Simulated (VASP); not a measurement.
# Al in VASP: further runs

Al is run at these levels: PBE; tasks: single point.

Program: VASP 6.6.1. These are calculated values, not measurements. Logs are shortened: lines on timing, memory, paths and dates and some standing lists are left out, and cuts for length are marked.

## Step 1: The cell of the first run

The structure is monoclinic, space group C2/m (No. 12). The conventional cell has a = 4.681 Å, b = 2.702 Å, c = 2.930 Å, α = 90.00°, β = 122.99°, γ = 90.00°. Within 3.6 Å of Al (site symmetry 2/m) lie 12 Al at 2.70 to 2.93 Å.

## Step 2: Single point, PBE

INCAR

```
SYSTEM = Al
PREC     = Accurate       ! precision mode
ENCUT    = 520            ! plane-wave cutoff, eV
EDIFF    = 1E-6           ! SCF threshold, eV
ISMEAR   = 0              ! smearing method
SIGMA    = 0.1            ! smearing width, eV
LREAL    = .FALSE.        ! projectors in reciprocal space
LASPH    = .TRUE.         ! aspherical terms in the spheres
NELM     = 80             ! most SCF steps
ALGO     = Fast           ! electronic algorithm
ISIF     = 2              ! what is computed and relaxed
LWAVE    = .FALSE.        ! write WAVECAR
LCHARG   = .FALSE.        ! write CHGCAR
GGA      = PE             ! functional
NBANDS   = 12             ! bands
```

KPOINTS

```
Automatic mesh
0
G
  9 9 14
  0 0 0
```

POSCAR

```
Al
1.0
    4.6804060413      0.0000000000     -0.0334105110
   -2.3402030206      4.0534538026      0.0167052555
   -1.5779489349      0.0000000000      2.4693831664
Al
3
Direct
    0.3333333333      0.6666666667      0.0000000000
    0.0000000000      0.0000000000      0.0000000000
    0.6666666667      0.3333333333      0.0000000000
```

Potentials or basis: VASP PAW PBE potentials, release 64 (Al).

Launch:

```bash
cat potpaw_PBE.64/Al/POTCAR > POTCAR
mpirun -np 1 vasp_std > vasp.out
```

OUTCAR:

```text
SYSTEM = Al
   PREC = Accurate
   ENCUT = 520
   EDIFF = 1E-6
   ISMEAR = 0
   LREAL = .FALSE.
   LASPH = .TRUE.
   NELM = 80
   ISIF = 2
   GGA = PE

 ion  position               nearest neighbor table
   1  0.333  0.667  0.000-   3 2.70   2 2.70   3 2.70   2 2.70   2 2.70   3 2.70   2 2.90   2 2.90
                             3 2.90   3 2.90
   2  0.000  0.000  0.000-   1 2.70   3 2.70   1 2.70   3 2.70   3 2.70   1 2.70   1 2.90   3 2.90
                             3 2.90   1 2.90
   3  0.667  0.333  0.000-   1 2.70   2 2.70   1 2.70   2 2.70   2 2.70   1 2.70   2 2.90   2 2.90
                             1 2.90   1 2.90

  LATTYP: Found a base centered monoclinic cell.
 ALAT       =     4.6805252882
 B/A-ratio  =     1.7320508075
 C/A-ratio  =     0.6261029637
 COS(beta)  =    -0.5444602320

  Lattice vectors:

 A1 = (   2.3402030206,  -4.0534538026,  -0.0167052555)
 A2 = (   2.3402030207,   4.0534538026,  -0.0167052555)
 A3 = (  -1.5779489349,   0.0000000000,   2.4693831664)

Analysis of symmetry for initial positions (statically):
=====================================================================
 Subroutine PRICEL returns following result:

  LATTYP: Found a base centered monoclinic cell.
 ALAT       =     4.6805252875
 B/A-ratio  =     0.5773502693
 C/A-ratio  =     0.6261029638
 COS(beta)  =    -0.5444602320

  Lattice vectors:

 A1 = (   2.3402030204,  -1.3511512674,  -0.0167052555)
 A2 = (   2.3402030202,   1.3511512678,  -0.0167052555)
 A3 = (  -1.5779489349,   0.0000000000,   2.4693831664)

   3 primitive cells build up your supercell.

 Routine SETGRP: Setting up the symmetry group for a
 base centered monoclinic supercell.

 Subroutine GETGRP returns: Found  4 space group operations
 (whereof  4 operations were pure point group operations)
 out of a pool of  4 trial point group operations.

The static configuration has the point symmetry C_2h.

Analysis of symmetry for dynamics (positions and initial velocities):
=====================================================================
 Subroutine PRICEL returns following result:

  LATTYP: Found a base centered monoclinic cell.
 ALAT       =     4.6805252875
 B/A-ratio  =     0.5773502693
 C/A-ratio  =     0.6261029638
 COS(beta)  =    -0.5444602320

  Lattice vectors:

 A1 = (   2.3402030204,  -1.3511512674,  -0.0167052555)
 A2 = (   2.3402030202,   1.3511512678,  -0.0167052555)
 A3 = (  -1.5779489349,   0.0000000000,   2.4693831664)

   3 primitive cells build up your supercell.

 Routine SETGRP: Setting up the symmetry group for a
 base centered monoclinic supercell.

 Subroutine GETGRP returns: Found  4 space group operations
 (whereof  4 operations were pure point group operations)
 out of a pool of  4 trial point group operations.

The dynamic configuration has the point symmetry C_2h.

 Subroutine INISYM returns: Found  4 space group operations
 (whereof  4 operations are pure point group operations),
 and found     3 'primitive' translations

----------------------------------------------------------------------------------------

                                     Primitive cell

  volume of cell :      15.5450

  direct lattice vectors                    reciprocal lattice vectors
     2.340203020 -1.351151267 -0.016705255     0.214635729 -0.370054791  0.137153369
     2.340203020  1.351151268 -0.016705255     0.214635729  0.370054791  0.137153369
    -1.577948935  0.000000000  2.469383166     0.002904000 -0.000000000  0.406815102

  length of vectors
     2.702302535  2.702302535  2.930490755     0.449243911  0.449243911  0.406825467

  position of ions in fractional coordinates (direct lattice)
     1.000000000  1.000000000  0.000000000

  ion indices of the primitive-cell ions
   primitive index   ion index
                 1           1

----------------------------------------------------------------------------------------

 KPOINTS: Automatic mesh

Automatic generation of k-mesh.
 Grid dimensions read from file:
 generate k-points for:    9    9   14

 Generating k-lattice:

  Cartesian coordinates                     Fractional coordinates (reciprocal lattice)
     0.023848414  0.013705733  0.015239263     0.111111111  0.000000000  0.000000000
     0.000000000  0.027411466  0.000000000     0.000000000  0.111111111  0.000000000
     0.000207429 -0.000000000  0.029058222     0.000000000  0.000000000  0.071428571

  Length of vectors
     0.031445654  0.027411466  0.029058962

  Shift w.r.t. Gamma in fractional coordinates (k-lattice)
     0.000000000  0.000000000  0.000000000

 Subroutine IBZKPT returns following result:
 ===========================================

 Found    320 irreducible k-points:

 Following reciprocal coordinates:
            Coordinates               Weight
  0.000000  0.000000  0.000000      1.000000
  0.111111  0.000000  0.000000      4.000000
  0.222222  0.000000 -0.000000      4.000000
  0.333333  0.000000 -0.000000      4.000000
  0.444444  0.000000 -0.000000      4.000000
  0.000000  0.111111  0.000000      2.000000
[... 16 lines left out ...]
  0.333333  0.333333 -0.000000      2.000000
  0.000000  0.444444  0.000000      2.000000
 [... further k-points ...]
   k-points           NKPTS =    320   k-points in BZ     NKDIM =    320   number of bands    NBANDS=     12
   number of dos      NEDOS =    301   number of ions     NIONS =      3
   total plane-waves  NPLWV =  31104
   dimension x,y,z NGX =    36 NGY =   36 NGZ =   24
   dimension x,y,z NGXF=    72 NGYF=   72 NGZF=   48
   ions per type =               3
   NGX,Y,Z   is equivalent  to a cutoff of  12.79, 12.79, 13.62 a.u.
   NGXF,Y,Z  is equivalent  to a cutoff of  25.57, 25.57, 27.23 a.u.
 SYSTEM =  Al
   PREC   = accura    normal or accurate (medium, high low for compatibility)
   ISTART =      0    job   : 0-new  1-cont  2-samecut
   ICHARG =      2    charge: 1-file 2-atom 10-const
   ISPIN  =      1    spin polarized calculation?
   LNONCOLLINEAR =      F non collinear calculations
   LSORBIT =      F    spin-orbit coupling
   LASPH  =      T    aspherical Exc in radial PAW
   ENCUT  =  520.0 eV  38.22 Ry    6.18 a.u.   8.70  8.70  5.45*2*pi/ulx,y,z
   NELM   =     80;   NELMIN=  2; NELMDL= -5     # of ELM steps
   EDIFF  = 0.1E-05   stopping-criterion for ELM
   LREAL  =      F    real-space projection
   EDIFFG = 0.1E-04   stopping-criterion for IOM
   NSW    =      0    number of steps for IOM
   IBRION =     -1    ionic relax: 0-MD 1-quasi-New 2-CG
   NFREE  =      0    steps in history (QN), initial steepest desc. (CG)
   ISIF   =      2    stress and relaxation
   ISYM   =      2    0-nonsym 1-usesym 2-fastsym
   POTIM  = 0.5000    time-step for ionic-motion
   TEBEG  =    0.0;   TEEND  =   0.0 temperature during run
   PSTRESS=    0.0 pullay stress
   NELECT =       9.0000    total number of electrons
   NUPDOWN=      -1.0000    fix difference up-down
   EMIN   =  10.00;   EMAX   =-10.00  energy-range for DOS
   EFERMI =   0.00;   METHOD = LEGACY
   ISMEAR =     0;   SIGMA  =   0.10  broadening in eV -4-tet -1-fermi 0-gaus
   EFERMI_NEDOS =   21; number of points for ismear=-14 and -15
   IALGO  =     68    algorithm
   IMIX   =      4    mixing-type and parameters
     AMIX     =   0.40;   BMIX     =  1.00
     AMIX_MAG =   1.60;   BMIX_MAG =  1.00
  volume/ion in A,a.u.               =      15.54       104.90
  Fermi-wavevector in a.u.,A,eV,Ry     =   0.946059  1.787793 12.177602  0.895029
  Thomas-Fermi vector in A             =   2.074021
   LORBIT       =      0    0 simple, 1 ext, 2 COOP (PROOUT), +10 PAW based schemes
   GGA     = PE    functional components
   LHFCALC =     F    Hartree Fock is set to
   AEXX    =    0.0000 exact exchange contribution
   IVDW    =     0    specifies the selected vdW correction
   LEPSILON=     F    determine dielectric tensor
   LRPA    =     F    only Hartree local field effects (RPA)
 non-spin polarized calculation
 RMM-DIIS sequential band-by-band and
 Gauss-broadening in eV      SIGMA  =   0.10
  energy-cutoff  :      520.00
  volume of cell :       46.63
 maximum number of plane-waves:      1275
   NGX = 17   NGY = 17   NGZ = 11

 number of electron       9.0000000 magnetization

 Free energy of the ion-electron system (eV)
  ---------------------------------------------------
  ext. energy  EPLUGINS =         0.00000000
  ---------------------------------------------------
  free energy    TOTEN  =       -11.09251852 eV

  energy without entropy =      -11.08750871  energy(sigma->0) =      -11.09001362

 E-fermi :   8.6028     XC(G=0): -10.4068

 val. band max:        8.6000757195   @ k =  -0.4444   0.2222   0.3571
 cond. band min:       8.6081203056   @ k =  -0.3333   0.1111   0.2857
 fundamental gap:      0.0080445860
 Fermi energy:         8.6028123439

 k-point     1 :       0.0000    0.0000    0.0000
  band No.  band energies     occupation
      1      -2.9261      2.00000
      2       5.7106      2.00000
      3       5.7106      2.00000
      4       7.7174      2.00000
      5       7.7174      2.00000
      6       9.5676      0.00000
      7       9.5676      0.00000
      8      15.0263      0.00000
      9      15.0263      0.00000
     10      17.0216      0.00000
     11      17.0216      0.00000
     12      19.1679      0.00000

 k-point     2 :       0.1111    0.0000    0.0000
  band No.  band energies     occupation
      1      -2.7799      2.00000
      2       4.9229      2.00000
      3       5.9420      2.00000
      4       6.9257      2.00000
      5       7.0482      2.00000
      6      10.5022      0.00000
      7      11.4018      0.00000
      8      14.6970      0.00000
      9      15.5596      0.00000
     10      16.7188      0.00000
     11      17.6537      0.00000
     12      18.1174      0.00000
[... 301 lines left out ...]
 k-point    23 :       0.3333    0.3333   -0.0000
  band No.  band energies     occupation
      1       0.3486      2.00000
      2       0.3486      2.00000
      3       1.2671      2.00000
      4       9.7834      0.00000
      5       9.7834      0.00000
      6      13.1697      0.00000
      7      13.7274      0.00000
      8      15.0801      0.00000
      9      16.7897      0.00000
     10      17.7635      0.00000
     11      17.7635      0.00000
     12      19.5493      0.00000

 k-point    24 :       0.0000    0.4444    0.0000
  band No.  band energies     occupation
      1      -1.1596      2.00000
      2      -0.1771      2.00000
      3       5.7000      2.00000
      4       7.2183      2.00000
      5      12.9973      0.00000
      6      13.1169      0.00000
      7      13.3634      0.00000
      8      14.7168      0.00000
      9      14.8273      0.00000
     10      15.6804      0.00000
     11      16.3213      0.00000
     12      19.0545      0.00000

 [... further k-points ...]
[... 5 lines left out ...]
  --------------------------------------------------------------------------------------
  -------------------------------------------------------------------------------------
  Total        2.9427813      3.0270930     -0.0136466      0.0000000      0.0000000     -0.0269782
  in kB      101.1013319    103.9979209     -0.4688390      0.0000000      0.0000000     -0.9268556
  external PRESSURE =      68.2101379 kB  Pullay stress =       0.0000000 kB

 VOLUME and BASIS-vectors are now :
 -----------------------------------------------------------------------------
  energy-cutoff  :      520.00
  volume of cell :       46.63
      direct lattice vectors                 reciprocal lattice vectors
     4.680406041  0.000000000 -0.033410511     0.214635729  0.123351597  0.137153369
    -2.340203021  4.053453803  0.016705255     0.000000000  0.246703194  0.000000000
    -1.577948935  0.000000000  2.469383166     0.002904000 -0.000000000  0.406815102

 POSITION                                       TOTAL-FORCE (eV/Angst)
 -----------------------------------------------------------------------------------
     -0.00000      2.70230      0.00000        -0.000000     -0.000000     -0.000000
      0.00000      0.00000      0.00000        -0.000000      0.000000     -0.000000
      2.34020      1.35115     -0.01671         0.000000      0.000000      0.000000
 -----------------------------------------------------------------------------------
    total drift:                                0.000000      0.000000     -0.000000

  FREE ENERGIE OF THE ION-ELECTRON SYSTEM (eV)
  ---------------------------------------------------
  free  energy   TOTEN  =       -11.0925185239 eV

  energy  without entropy=      -11.0875087116  energy(sigma->0) =      -11.09001362
```

It took 2.4 min on 1 thread of AMD EPYC 7R43 (Zen 3), shared host; peak memory 0.22 GiB.

Results:

* Free energy: -11.0925 eV
* Pressure: 6.8 GPa

Stress tensor (GPa, compression positive):
```
10.11  0.00 -0.09
 0.00 10.40  0.00
-0.09  0.00 -0.05
```

Levels at points of the mesh, in eV from the Fermi level:
```
           k point  band 1  band 2  band 3  band 4  band 5  band 6  band 7  band 8
(0.00, 0.00, 0.00)  -11.53   -2.89   -2.89   -0.89   -0.89    0.96    0.96    6.42
(0.00, 0.00, 0.50)   -5.75   -5.33   -2.57   -2.57   -2.00   -2.00    3.16    3.16
```

## Step 3: Single point, PBE

INCAR

```
  PREC = Accurate
  ENCUT = 500
  EDIFF = 1E-6
  ISMEAR = 0
  SIGMA = 0.1
  LREAL = F
  LASPH = T
  NELM = 120
  ALGO = Normal
  ISIF = 2
  LWAVE = F
  LCHARG = F
  GGA = PE
  NBANDS = 12
  GGA_COMPAT = F
```

KPOINTS

```
Automatic mesh
0
Gamma
  9 9 14
```

POSCAR is that of step 2.

Potentials or basis: VASP PAW PBE potentials, release 64 (Al).

Launch:

```bash
cat potpaw_PBE.64/Al/POTCAR > POTCAR
mpirun -np 1 vasp_std > vasp.out
```

Run time: 2 min. Hardware: 1 thread of Intel Xeon 8259CL, shared host; peak memory 0.26 GiB.

Results (log left out):

- Free energy: -11.0925 eV
- Pressure: 6.8 GPa

Stress tensor (GPa, compression positive):
```
10.11  0.00 -0.09
 0.00 10.40  0.00
-0.09  0.00 -0.05
```

Levels at points of the mesh, in eV from the Fermi level:
| k point | band 1 | band 2 | band 3 | band 4 | band 5 | band 6 | band 7 | band 8 | band 9 |
| --- | --- | --- | --- | --- | --- | --- | --- | --- | --- |
| (0.00, 0.00, 0.00) | -11.53 | -2.89 | -2.89 | -0.89 | -0.89 | 0.96 | 0.96 | 6.42 | 6.42 |
| (0.00, 0.00, 0.50) | -5.75 | -5.33 | -2.57 | -2.57 | -2.00 | -2.00 | 3.16 | 3.16 | 3.29 |

## Step 4: Single point, PBE

This run uses another cell than the first one, of 15.78 Å³/atom, 1.015 times its volume.

INCAR

```
ALGO = Normal
EDIFF = 1E-6
ENCUT = 500
GGA = PE
GGA_COMPAT = False
ISIF = 2
ISMEAR = 0
LASPH = True
LCHARG = False
LREAL = False
LWAVE = False
NBANDS = 12
NELM = 120
PREC = Accurate
SIGMA = 0.1
```

KPOINTS

```
k-points
0
Gamma
  9 9 14
```

POSCAR

```
Al
1.0
    4.6805252882      0.0000000000      0.0000000000
   -2.3402626441      4.0534538026      0.0000000000
   -1.5601750961      0.0000000000      2.4955304667
Al
3
Direct
    0.3333333333      0.6666666667      0.0000000000
    0.0000000000      0.0000000000      0.0000000000
    0.6666666667      0.3333333333      0.0000000000
```

Launch:

```bash
cat potpaw_PBE.64/Al/POTCAR > POTCAR
mpirun -np 1 vasp_std > vasp.out
```

Wall time 2.7 min (1 thread of Intel Xeon 8259CL, shared host); peak memory 0.27 GiB.

It converged, with:

- Free energy: -11.0880 eV
- Pressure: 5.7 GPa

Stress tensor (GPa, compression positive):
```
 9.35  0.00 -0.45
 0.00  9.40  0.00
-0.45  0.00 -1.58
```

Levels at points of the mesh, in eV from the Fermi level:
| k point | band 1 | band 2 | band 3 | band 4 | band 5 | band 6 | band 7 | band 8 |
| --- | --- | --- | --- | --- | --- | --- | --- | --- |
| (0.00, 0.00, 0.00) | -11.41 | -2.77 | -2.77 | -0.93 | -0.93 | 0.86 | 0.86 | 6.50 |
| (0.00, 0.00, 0.50) | -5.88 | -5.30 | -2.43 | -2.43 | -1.83 | -1.83 | 3.15 | 3.15 |

## Step 5: Overview

```tsv
cell	cutoff (eV)	gap on the mesh (eV)	pressure (GPa)
a = 4.681, b = 4.681, c = 2.930 Å, angles 74.2, 123.0, 120.0°, 3 atoms	520	none	6.8
a = 4.681, b = 4.681, c = 2.930 Å, angles 74.2, 123.0, 120.0°, 3 atoms	500	none	6.8
a = 4.681, b = 4.681, c = 2.943 Å, angles 74.6, 122.0, 120.0°, 3 atoms	500	none	5.7
```

Alike in all rows: task single point; level PBE; potentials or basis VASP PAW PBE potentials, release 64 (Al); no spin polarisation; k mesh 9 × 9 × 14; smearing gaussian 0.1 eV.

Absolute energies hang on the potentials; compare differences alone.
